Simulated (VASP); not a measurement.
The system is ZnS.

```
Zn S
1.0
     3.81100    0.00000    0.00000
    -1.90550    3.30042    0.00000
     0.00000    0.00000    6.23400
Zn S
2 2
Cartesian
  1.9055 1.1001 3.1170
  0.0000 2.2003 0.0000
  1.9055 1.1001 5.5171
  0.0000 2.2003 2.4001
```

- Program: VASP 6.6.1
- Task: relaxation of cell and atoms
- Functional: PBE-based screened hybrid with 25 % exact exchange
- Potentials or basis: VASP PAW PBE potentials, release 64 (Zn, S)
- Cutoff: 600 eV
- k mesh: 4 × 4 × 3
- Occupations: fermi-dirac, width 0.05 eV
- Spin: no spin polarisation

At the start: pressure 2.0 GPa; volume 19.60 Å³/atom.

**Question.** How do energy, volume and symmetry change on relaxing?

**Answer.** Over 9 steps the energy falls by 8.3 meV/atom and the volume is 20.09 Å³/atom (+2.5 %); space group P6_3mc (No. 186, to 0.1 Å) before and after.

The path:
```csv
step,energy change (eV),largest force (eV/Å),pressure (GPa),volume (Å³)
1,0.0000,0.3376,1.99,78.41
2,-0.0271,0.0776,-0.83,81.20
3,-0.0281,0.1210,-0.34,80.72
4,-0.0310,0.0600,-0.02,80.37
5,-0.0317,0.0221,0.16,80.17
6,-0.0318,0.0090,0.23,80.10
7,-0.0332,0.0007,0.01,80.27
8,-0.0334,0.0058,-0.07,80.36
9,-0.0334,0.0050,-0.05,80.35
```

Final structure:
```xyz
4
Lattice="3.8443 0.0000 0.0000 -1.9221 3.3292 0.0000 0.0000 0.0000 6.2782" Properties=species:S:1:pos:R:3 pbc="T T T"
Zn    1.9221    1.1097    3.1708
Zn    0.0000    2.2195    0.0317
S     1.9221    1.1097    5.5245
S     0.0000    2.2195    2.3854
```

Caveat: the k points lie up to 0.47 Å⁻¹ apart in the final cell; the PAW data sets were made with another functional, which shifts forces and pressure a little.
